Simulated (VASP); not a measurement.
# Al2Si (P4/mmm) in VASP: notebook, part 3 of 3

VASP 6.6.1.

### 6 Single point, PBE

This run uses another cell than the first one, of 15.71 Å³/atom, 0.971 times its volume.

Contents of INCAR:

```
SYSTEM = Al2Si
  PREC = Accurate
  ENCUT = 520
  EDIFF = 1E-6
  ISMEAR = 0
  SIGMA = 0.1
  LREAL = .FALSE.
  LASPH = .TRUE.
  NELM = 100
  ALGO = Fast
  ISIF = 2
  LWAVE = .FALSE.
  LCHARG = .TRUE.
  GGA = PE
  LELF = .TRUE.
  LVHAR = .TRUE.
  NBANDS = 19
```

Contents of KPOINTS:

```
Automatic mesh
0
G
  14 14 4
  0 0 0
```

Contents of POSCAR:

```
Al2Si
1.0
    2.8251251811      0.0000000000      0.0000000000
    0.0000000000      2.8251251811      0.0000000000
    0.0000000000      0.0000000000     11.8079110569
Al Si
4 2
Direct
    0.0000000000      0.0000000000      0.8268858277
    0.0000000000      0.0000000000      0.1731141723
    0.0000000000      0.0000000000      0.5000000000
    0.5000000000      0.5000000000      0.0000000000
    0.5000000000      0.5000000000      0.3370585294
    0.5000000000      0.5000000000      0.6629414706
```

Potentials or basis: VASP PAW PBE potentials, release 64 (Al, Si).

The run is started by

```console
> cat potpaw_PBE.64/Al/POTCAR potpaw_PBE.64/Si/POTCAR > POTCAR
> mpirun -np 1 vasp_std > vasp.out
```

OUTCAR:

```text
SYSTEM = Al2Si
   PREC = Accurate
   ENCUT = 520
   EDIFF = 1E-6
   ISMEAR = 0
   LREAL = .FALSE.
   LASPH = .TRUE.
   NELM = 100
   ISIF = 2
   GGA = PE

 ion  position               nearest neighbor table
   1  0.000  0.000  0.827-   6 2.78   6 2.78   6 2.78   6 2.78   4 2.86   4 2.86   4 2.86   4 2.86

   2  0.000  0.000  0.173-   5 2.78   5 2.78   5 2.78   5 2.78   4 2.86   4 2.86   4 2.86   4 2.86

   3  0.000  0.000  0.500-   5 2.77   6 2.77   5 2.77   6 2.77   5 2.77   6 2.77   5 2.77   6 2.77

   4  0.500  0.500  0.000-   2 2.86   2 2.86   2 2.86   2 2.86   1 2.86   1 2.86   1 2.86   1 2.86

   5  0.500  0.500  0.337-   3 2.77   3 2.77   3 2.77   3 2.77   2 2.78   2 2.78   2 2.78   2 2.78

   6  0.500  0.500  0.663-   3 2.77   3 2.77   3 2.77   3 2.77   1 2.78   1 2.78   1 2.78   1 2.78

  LATTYP: Found a simple tetragonal cell.
 ALAT       =     2.8251251811
 C/A-ratio  =     4.1796063183

  Lattice vectors:

 A1 = (   2.8251251811,   0.0000000000,   0.0000000000)
 A2 = (   0.0000000000,   2.8251251811,   0.0000000000)
 A3 = (   0.0000000000,   0.0000000000,  11.8079110569)

Analysis of symmetry for initial positions (statically):
=====================================================================
 Subroutine PRICEL returns:
 Original cell was already a primitive cell.

 Routine SETGRP: Setting up the symmetry group for a
 simple tetragonal supercell.

 Subroutine GETGRP returns: Found 16 space group operations
 (whereof 16 operations were pure point group operations)
 out of a pool of 16 trial point group operations.

The static configuration has the point symmetry D_4h.

Analysis of symmetry for dynamics (positions and initial velocities):
=====================================================================
 Subroutine PRICEL returns:
 Original cell was already a primitive cell.

 Routine SETGRP: Setting up the symmetry group for a
 simple tetragonal supercell.

 Subroutine GETGRP returns: Found 16 space group operations
 (whereof 16 operations were pure point group operations)
 out of a pool of 16 trial point group operations.

The dynamic configuration has the point symmetry D_4h.

 Subroutine INISYM returns: Found 16 space group operations
 (whereof 16 operations are pure point group operations),
 and found     1 'primitive' translations

----------------------------------------------------------------------------------------

                                     Primitive cell

  volume of cell :      94.2429

  direct lattice vectors                    reciprocal lattice vectors
     2.825125181  0.000000000  0.000000000     0.353966616  0.000000000  0.000000000
     0.000000000  2.825125181  0.000000000     0.000000000  0.353966616  0.000000000
     0.000000000  0.000000000 11.807911057     0.000000000  0.000000000  0.084688985

  length of vectors
     2.825125181  2.825125181 11.807911057     0.353966616  0.353966616  0.084688985

  position of ions in fractional coordinates (direct lattice)
     0.000000000  0.000000000  0.826885828
     0.000000000  0.000000000  0.173114172
     0.000000000  0.000000000  0.500000000
     0.500000000  0.500000000  0.000000000
[... 32 lines left out ...]

 Subroutine IBZKPT returns following result:
 ===========================================

 Found    108 irreducible k-points:

 Following reciprocal coordinates:
            Coordinates               Weight
  0.000000  0.000000  0.000000      1.000000
  0.071429  0.000000  0.000000      4.000000
  0.142857  0.000000  0.000000      4.000000
  0.214286  0.000000  0.000000      4.000000
  0.285714  0.000000  0.000000      4.000000
  0.357143  0.000000  0.000000      4.000000
[... 16 lines left out ...]
  0.285714  0.214286  0.000000      8.000000
  0.357143  0.214286  0.000000      8.000000
 [... further k-points ...]
   k-points           NKPTS =    108   k-points in BZ     NKDIM =    108   number of bands    NBANDS=     19
   number of dos      NEDOS =    301   number of ions     NIONS =      6
   total plane-waves  NPLWV =  51840
   dimension x,y,z NGX =    24 NGY =   24 NGZ =   90
   dimension x,y,z NGXF=    48 NGYF=   48 NGZF=  180
   ions per type =               4   2
   NGX,Y,Z   is equivalent  to a cutoff of  14.12, 14.12, 12.67 a.u.
   NGXF,Y,Z  is equivalent  to a cutoff of  28.25, 28.25, 25.34 a.u.
 SYSTEM =  Al2Si
   PREC   = accura    normal or accurate (medium, high low for compatibility)
   ISTART =      0    job   : 0-new  1-cont  2-samecut
   ICHARG =      2    charge: 1-file 2-atom 10-const
   ISPIN  =      1    spin polarized calculation?
   LNONCOLLINEAR =      F non collinear calculations
   LSORBIT =      F    spin-orbit coupling
   LASPH  =      T    aspherical Exc in radial PAW
   ENCUT  =  520.0 eV  38.22 Ry    6.18 a.u.   5.25  5.25 21.95*2*pi/ulx,y,z
   NELM   =    100;   NELMIN=  2; NELMDL= -5     # of ELM steps
   EDIFF  = 0.1E-05   stopping-criterion for ELM
   LREAL  =      F    real-space projection
   EDIFFG = 0.1E-04   stopping-criterion for IOM
   NSW    =      0    number of steps for IOM
   IBRION =     -1    ionic relax: 0-MD 1-quasi-New 2-CG
   NFREE  =      0    steps in history (QN), initial steepest desc. (CG)
   ISIF   =      2    stress and relaxation
   ISYM   =      2    0-nonsym 1-usesym 2-fastsym
   POTIM  = 0.5000    time-step for ionic-motion
   TEBEG  =    0.0;   TEEND  =   0.0 temperature during run
   PSTRESS=    0.0 pullay stress
   NELECT =      20.0000    total number of electrons
   NUPDOWN=      -1.0000    fix difference up-down
   EMIN   =  10.00;   EMAX   =-10.00  energy-range for DOS
   EFERMI =   0.00;   METHOD = LEGACY
   ISMEAR =     0;   SIGMA  =   0.10  broadening in eV -4-tet -1-fermi 0-gaus
   EFERMI_NEDOS =   21; number of points for ismear=-14 and -15
   IALGO  =     68    algorithm
   IMIX   =      4    mixing-type and parameters
     AMIX     =   0.40;   BMIX     =  1.00
     AMIX_MAG =   1.60;   BMIX_MAG =  1.00
  volume/ion in A,a.u.               =      15.71       106.00
  Fermi-wavevector in a.u.,A,eV,Ry     =   0.976492  1.845302 12.973653  0.953537
  Thomas-Fermi vector in A             =   2.107115
   LORBIT       =      0    0 simple, 1 ext, 2 COOP (PROOUT), +10 PAW based schemes
   GGA     = PE    functional components
   LHFCALC =     F    Hartree Fock is set to
   AEXX    =    0.0000 exact exchange contribution
   IVDW    =     0    specifies the selected vdW correction
   LEPSILON=     F    determine dielectric tensor
   LRPA    =     F    only Hartree local field effects (RPA)
 non-spin polarized calculation
 RMM-DIIS sequential band-by-band and
 Gauss-broadening in eV      SIGMA  =   0.10
  energy-cutoff  :      520.00
  volume of cell :       94.24
 maximum number of plane-waves:      2588
 NGX is ok and might be reduce to    24
   NGX = 11   NGY = 11   NGZ = 43

 number of electron      20.0000001 magnetization

 Free energy of the ion-electron system (eV)
  ---------------------------------------------------
  ext. energy  EPLUGINS =         0.00000000
  ---------------------------------------------------
  free energy    TOTEN  =       -24.97172023 eV

  energy without entropy =      -24.96208421  energy(sigma->0) =      -24.96690222

 E-fermi :   8.8307     XC(G=0): -10.5327

 val. band max:        8.8224552120   @ k =   0.2857   0.2143   0.0000
 cond. band min:       8.8583987956   @ k =   0.4286   0.0714   0.5000
 fundamental gap:      0.0359435835
 Fermi energy:         8.8306619017

 k-point     1 :       0.0000    0.0000    0.0000
  band No.  band energies     occupation
      1      -3.9869      2.00000
      2      -3.1748      2.00000
      3      -1.8095      2.00000
      4       0.7267      2.00000
      5       0.8183      2.00000
      6       5.1299      2.00000
[... 505 lines left out ...]
      6       4.3111      2.00000
[... 11 lines left out ...]
     18      13.8558      0.00000
     19      14.2498      0.00000

 [... further k-points ...]
[... 5 lines left out ...]
  --------------------------------------------------------------------------------------
  -------------------------------------------------------------------------------------
  Total       -0.0220772     -0.0220772     -0.0286992      0.0000000      0.0000000      0.0000000
  in kB       -0.3753245     -0.3753245     -0.4879018      0.0000000      0.0000000      0.0000000
  external PRESSURE =      -0.4128503 kB  Pullay stress =       0.0000000 kB

 VOLUME and BASIS-vectors are now :
 -----------------------------------------------------------------------------
  energy-cutoff  :      520.00
  volume of cell :       94.24
      direct lattice vectors                 reciprocal lattice vectors
     2.825125181  0.000000000  0.000000000     0.353966616  0.000000000  0.000000000
     0.000000000  2.825125181  0.000000000     0.000000000  0.353966616  0.000000000
     0.000000000  0.000000000 11.807911057     0.000000000  0.000000000  0.084688985

 POSITION                                       TOTAL-FORCE (eV/Angst)
 -----------------------------------------------------------------------------------
      0.00000      0.00000      9.76379         0.000000      0.000000     -0.001383
      0.00000      0.00000      2.04412         0.000000      0.000000      0.001383
      0.00000      0.00000      5.90396         0.000000      0.000000     -0.000000
      1.41256      1.41256      0.00000         0.000000      0.000000     -0.000000
      1.41256      1.41256      3.97996         0.000000     -0.000000      0.000056
      1.41256      1.41256      7.82795        -0.000000      0.000000     -0.000056
 -----------------------------------------------------------------------------------
    total drift:                               -0.000000     -0.000000     -0.000000

  FREE ENERGIE OF THE ION-ELECTRON SYSTEM (eV)
  ---------------------------------------------------
  free  energy   TOTEN  =       -24.9717202265 eV

  energy  without entropy=      -24.9620842054  energy(sigma->0) =      -24.96690222
```

Run time: 80 s. Hardware: 1 thread of Intel Xeon Platinum 8559C (Emerald Rapids), shared host; peak memory 0.31 GiB.

What came out:

```yaml
Free_energy: -24.9717 eV
Pressure: 0.0 GPa
Band_gap_on_the_k_mesh: zero (band 10 reaches 12.70 eV, above the bottom of band 11 at 7.50 eV)
```

### 7 The runs side by side

```tsv
task	cell	k mesh	cutoff (eV)	gap on the mesh (eV)	pressure (GPa)	relaxed volume (Å³/atom)	largest force (eV/Å)
single point	a = 3.140, b = 3.140, c = 9.838 Å, 6 atoms	6 × 6 × 2	520	none	-0.1	-	-
relaxation of cell and atoms	relaxed from a = 2.994, b = 2.994, c = 8.919 Å, 6 atoms	6 × 6 × 2	600	-	0.0	16.15	0.01
single point	a = 2.936, b = 2.936, c = 11.014 Å, 6 atoms	12 × 12 × 4	520	none	-0.1	-	-
relaxation of cell and atoms	relaxed from a = 2.851, b = 2.851, c = 11.621 Å, 6 atoms	6 × 6 × 2	600	-	0.0	15.67	0.01
single point	a = 2.825, b = 2.825, c = 11.808 Å, 6 atoms	14 × 14 × 4	520	none	0.0	-	-
```

Alike in all rows: level PBE; potentials or basis VASP PAW PBE potentials, release 64 (Al, Si); no spin polarisation; smearing gaussian 0.1 eV.

Caveats: some runs use coarse meshes; the bands computed are all filled at some k points, so no gap is given (some runs); the volume moved by over 15 % at a fixed basis, so the end points are rough (some runs).

Absolute energies hang on the potentials; compare differences alone.
